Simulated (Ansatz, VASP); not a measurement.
**La3YO2: VASP beside Ansatz**

```
La Y O
1.0
     3.89490    2.24872    3.13354
    -3.89490    2.24872    3.13354
     0.00000   -4.49744    3.13354
La Y O
3 1 2
Direct
  0.00000 0.00000 0.50000
  0.50000 0.00000 0.00000
  0.00000 0.50000 0.00000
  0.50000 0.50000 0.50000
  0.73730 0.73730 0.73730
  0.26270 0.26270 0.26270
```

Alike in both runs: functional PBE; k mesh 3 × 3 × 3; occupations gaussian, width 0.2 eV; no spin polarisation.

Ansatz relaxed the structure, and its values are those at the end. VASP's run is a single point on that final structure, the one shown.

```csv
,VASP,Ansatz
version,VASP 6.6.1,Ansatz 0.2.0
potentials or method,"VASP PAW PBE potentials, release 64 (La, Y_sv, O), cutoff 520 eV","scalar-relativistic, plane waves, PAW"
valence electrons in the cell,56,56
```

|  | VASP | Ansatz | Ansatz less VASP |
| --- | --- | --- | --- |
| gap on the k mesh at the Fermi level (eV) | none | none | - |
| pressure (GPa) | 0.2 | 0.2 | +0.08 |

A gap of «none» marks a metal or a gap that the smearing closes. With one functional, cell and mesh, what is left measures potentials, basis and numerics.

The k mesh is coarse, so the values compare programs but aren't converged. Spin-orbit coupling is off throughout.
